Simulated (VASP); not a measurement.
Set up this calculation in VASP 6.6.1, as the native input.

- Task: single point
- Functional: PBE
- Potentials or basis: VASP PAW PBE potentials, release 64 (Be, S)
- Cutoff: 520 eV
- k mesh: 10 × 10 × 2
- Occupations: gaussian, width 0.1 eV
- Spin: no spin polarisation
- Dipole correction: no
- Further INCAR settings: ALGO = Normal; EDIFF = 1e-06; NBANDS = 32

The structure of Be2S lies in POSCAR:

```
Be2S
1.0
    3.3290851945      0.0000000000      0.0000000000
    0.0000000000      3.2379229622      0.0000000000
    0.0000000000      0.0000000000     16.7565896790
Be S
8 4
Direct
    0.2348484583      0.7500000000      0.1909314560
    0.2651515417      0.2500000000      0.6909314560
    0.7651439955      0.7500000000      0.7030842403
    0.7348560045      0.2500000000      0.2030842403
    0.7348484583      0.7500000000      0.3090685440
    0.7651515417      0.2500000000      0.8090685440
    0.2348560045      0.2500000000      0.2969157597
    0.2651439955      0.7500000000      0.7969157597
    0.2651525654      0.2500000000      0.8816437912
    0.2348474346      0.7500000000      0.3816437912
    0.7651525654      0.2500000000      0.6183562088
    0.7348474346      0.7500000000      0.1183562088
```

One way to write it, as run:

INCAR

```
SYSTEM = Be2S
ALGO = Normal
EDIFF = 1E-6
ENCUT = 520
GGA = PE
ISIF = 2
ISMEAR = 0
LASPH = .TRUE.
LCHARG = .FALSE.
LREAL = .FALSE.
LWAVE = .FALSE.
NBANDS = 32
NELM = 100
PREC = Accurate
SIGMA = 0.1
```

KPOINTS

```
k-points
0
G
  10 10 2
  0 0 0
```

Potentials or basis: VASP PAW PBE potentials, release 64 (Be, S).

Launch:

```bash
$ cat potpaw_PBE.64/Be/POTCAR potpaw_PBE.64/S/POTCAR > POTCAR
$ mpirun -np 1 vasp_std > vasp.out
```

Results of the run:

```yaml
Pressure: 0.0 GPa
Largest_force: 0.005 eV/Å
Band_gap_on_the_k_mesh: zero (bands 20 and 21 overlap by 2.38 eV)
```

Caveat: this functional lacks dispersion, which binds the layers, so the pressure and a relaxed spacing across them are unreliable.

Wall time 3.5 min on 1 thread of Intel(R) Xeon(R) 6975P-C (Granite Rapids), with other jobs on the host, peak memory 0.48 GiB.
